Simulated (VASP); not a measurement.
Tl, 2 atoms in the cell. Symmetry: P6_3/mmc, No. 194, hexagonal system. Conventional cell: a = 3.590 Å, b = 3.590 Å, c = 5.642 Å, α = 90.00°, β = 90.00°, γ = 120.00°. Tl (site symmetry -6m2) has 12 Tl at 3.50 to 3.59 Å within 4.6 Å. 

- Program: VASP 6.6.1
- Task: single point
- Functional: PBE
- Potentials or basis: VASP PAW PBE potentials, release 64 (Tl_d)
- Cutoff: 520 eV
- k mesh: 10 × 10 × 6
- Occupations: methfessel-paxton, width 0.01 eV
- Spin: no spin polarisation
- Dipole correction: no
- Further INCAR settings: ALGO = Normal; EDIFF = 1e-06; NBANDS = 20

Potentials or basis: VASP PAW PBE potentials, release 64 (Tl_d).

Run with:

```bash
$ cat potpaw_PBE.64/Tl_d/POTCAR > POTCAR
$ mpirun -np 1 vasp_std > vasp.out
```

Hardware: 1 thread of Intel(R) Xeon(R) Platinum 8259CL CPU @ 2.50GHz (Skylake/Cascade Lake), on a shared host.

Task: Estimate the wall time of this run.

Result: It took 34 s on 1 thread of Intel(R) Xeon(R) Platinum 8259CL CPU @ 2.50GHz (Skylake/Cascade Lake), on a shared host, peak memory 0.2 GiB. Counts: scf iterations 11, k points 56.
